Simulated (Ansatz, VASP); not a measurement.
## W: VASP beside Ansatz

```
CELL_PARAMETERS angstrom
2.84664 0.00000 0.00000
0.00000 4.92788 0.00000
0.00000 0.00000 4.98849
ATOMIC_POSITIONS crystal
W 0.79317 0.93684 0.75000
W 0.20683 0.43684 0.75000
W 0.20683 0.06316 0.25000
W 0.79317 0.56316 0.25000
```

Change from the starting cell: volume scaled by 1.04.

Alike in both runs: task single point; functional LDA; k mesh 9 × 6 × 6; occupations fermi-dirac, width 0.05 eV; no spin polarisation.

|  | VASP | Ansatz |
| --- | --- | --- |
| version | VASP 6.6.1 | Ansatz 0.2.0 |
| potentials or method | VASP PAW LDA potentials, release 64 (W_sv), cutoff 520 eV | all-electron LAPW, scalar-relativistic |

|  | VASP | Ansatz | Ansatz less VASP |
| --- | --- | --- | --- |
| gap on the k mesh at the Fermi level (eV) | none | none | - |
| pressure (GPa) | -23.2 | -24.3 | -1.10 |
| traceless stress, the component that is largest in VASP (GPa) | 0.87 | 1.07 | +0.193 |
| rms of the force components (eV/Å) | 0.134 | 0.144 | +0.0101 |

LDA's correlation is that of Perdew and Zunger in VASP and of Perdew and Wang (1992) in Ansatz. Atom by atom the forces differ by 0.011 eV/Å (rms over components). A gap of «none» marks a metal or a gap that the smearing closes. Ansatz ran all-electron here, and VASP with PAW potentials.

Spin-orbit coupling is off throughout.
